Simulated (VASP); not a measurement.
A run of VASP 6.6.1 is set up as follows.

File INCAR:

```
  PREC = Accurate
  ENCUT = 520
  EDIFF = 1E-6
  ISMEAR = 0
  SIGMA = 0.05
  LREAL = False
  LASPH = True
  NELM = 60
  ALGO = Normal
  ISIF = 2
  LWAVE = False
  LCHARG = False
  GGA = PS
  NBANDS = 18
```

Contents of KPOINTS:

```
Automatic mesh
0
Gamma
  12 12 6
```

POSCAR

```
NiO2
1.0
    2.7478231521      0.0000000000      0.0000000000
   -1.3739115761      2.3796846548      0.0000000000
    0.0000000000      0.0000000000      5.1043562873
Ni O
1 2
Direct
    0.0000000000      0.0000000000      0.5000000000
    0.6666666667      0.3333333333      0.7127976082
    0.3333333333      0.6666666667      0.2872023918
```

Potentials or basis: VASP PAW PBE potentials, release 64 (Ni, O).

The run is started by

```sh
$ cat potpaw_PBE.64/Ni/POTCAR potpaw_PBE.64/O/POTCAR > POTCAR
$ mpirun -np 1 vasp_std > vasp.out
```

Problem. Predict the largest force.

Solution. 2.223 eV/Å.

Problem. Predict the pressure.

Solution. -12.8 GPa.

Problem. Predict the band gap on the k mesh.

Solution. 0.98 eV, indirect (least direct gap 1.06 eV).

Stress tensor (GPa, compression positive):
```
 -7.46   0.00   0.00
  0.00  -7.46   0.00
  0.00   0.00 -23.44
```

Caveat: the PAW data sets were made with another functional, which shifts forces and pressure a little. A k mesh can miss the band edges.
